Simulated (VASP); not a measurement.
## TiSi2: single point with PBEsol

TiSi2:

```xyz
3
Lattice="-1.4428 1.6772 4.1261 1.4428 -1.6772 4.1261 1.4428 1.6772 -4.1261" Properties=species:S:1:pos:R:3 pbc="T T T"
Ti    0.0000    0.0000    0.0000
Si    0.0000    0.0000    5.5296
Si    0.0000    0.0000    2.7226
```

```yaml
Program: VASP 6.6.1
Task: single point
Functional: PBEsol
Potentials_or_basis: VASP PAW PBE potentials, release 64 (Ti_sv, Si)
Cutoff: 520 eV
k_mesh: 12 × 12 × 12
Occupations: fermi-dirac, width 0.05 eV
Spin: no spin polarisation
```

- Pressure: 5.9 GPa
- Largest force: 0.026 eV/Å
- Band gap on the k mesh: zero (band 10 reaches 12.12 eV, above the bottom of band 11 at 9.62 eV)

Forces in eV/Å, atoms in the order of the input:
```
Ti   0.000  0.000  0.000
Si   0.000  0.000 -0.026
Si   0.000  0.000  0.026
```

Stress tensor (GPa, compression positive):
```
5.96 0.00 0.00
0.00 6.20 0.00
0.00 0.00 5.66
```

Levels at points of the mesh, in eV from the Fermi level:
| k point | band 6 | band 7 | band 8 | band 9 | band 10 | band 11 | band 12 | band 13 | band 14 | band 15 |
| --- | --- | --- | --- | --- | --- | --- | --- | --- | --- | --- |
| (0.00, 0.00, 0.00) | -4.99 | -4.06 | -2.25 | -0.71 | 0.83 | 2.16 | 2.59 | 3.37 | 4.10 | 4.39 |
| (0.50, 0.00, 0.00) | -9.40 | -4.46 | -3.85 | -0.75 | 1.03 | 2.18 | 2.80 | 3.86 | 4.23 | 5.83 |
| (0.00, 0.50, 0.00) | -8.35 | -3.68 | -3.49 | -1.00 | -0.50 | 1.00 | 2.94 | 3.69 | 4.29 | 4.71 |
| (0.50, 0.50, 0.00) | -5.58 | -5.27 | -4.57 | -3.03 | -1.42 | -0.60 | 3.03 | 3.17 | 3.33 | 3.85 |
| (0.50, 0.50, 0.50) | -9.07 | -1.41 | -1.29 | -0.43 | 0.48 | 2.12 | 2.66 | 2.68 | 3.99 | 4.21 |

Wall time 11 min on 1 thread of AMD EPYC 7R13 (shared host), peak memory 0.31 GiB.

Caveat: the PAW data sets were made with another functional, which shifts forces and pressure a little.
